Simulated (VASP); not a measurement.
**PbS: single point with BLYP+D3(BJ)**

PbS:

```
Pb S
1.0
     2.09373   -6.03098    0.00000
     2.09373    6.03098    0.00000
     0.00000    0.00000    4.30766
Pb S
2 2
Cartesian
  2.0937 4.4561 1.0769
  2.0937 -4.4561 3.2307
  2.0937 1.7514 1.0769
  2.0937 -1.7514 3.2307
```

```yaml
Program: VASP 6.6.1
Task: single point
Functional: BLYP
Dispersion: D3(BJ)
Potentials_or_basis: VASP PAW PBE potentials, release 64 (Pb_d, S)
Cutoff: 520 eV
k_mesh: 7 × 7 × 6
Occupations: fermi-dirac, width 0.05 eV
Spin: no spin polarisation
```

The pressure is -1.0 GPa and the largest force is 0.146 eV/Å. The band gap on the k mesh is 1.33 eV (least direct gap 1.48 eV) and the dispersion energy per atom is -0.777 eV.

Forces in eV/Å, atoms in the order of the input:
```
Pb   0.000  0.146  0.000
Pb   0.000 -0.146  0.000
S    0.000 -0.121  0.000
S    0.000  0.121  0.000
```

Stress tensor (GPa, compression positive):
```
-1.20  0.00  0.00
 0.00 -0.81  0.00
 0.00  0.00 -1.12
```

Levels at points of the mesh, in eV from the valence-band top:
```csv
k point,band 16,band 17,band 18,band 19,band 20,band 21,band 22,band 23,band 24,band 25
"(0.00, 0.00, 0.00)",-2.69,-2.16,-1.47,-1.30,-0.38,4.71,4.87,5.08,5.52,5.73
"(0.00, 0.00, 0.50)",-2.48,-0.94,-0.94,-0.02,-0.02,1.98,1.98,2.87,2.87,5.00
```

It took 4 min on 1 thread of Intel(R) Xeon(R) Platinum 8375C CPU @ 2.90GHz (Ice Lake), on a shared host, peak memory 0.35 GiB.

Caveat: the PAW data sets were made with another functional, which shifts forces and pressure a little; spin-orbit coupling is left out, which moves the levels of the heavy elements; an odd mesh through Γ misses points on the zone boundary, where band edges can lie.
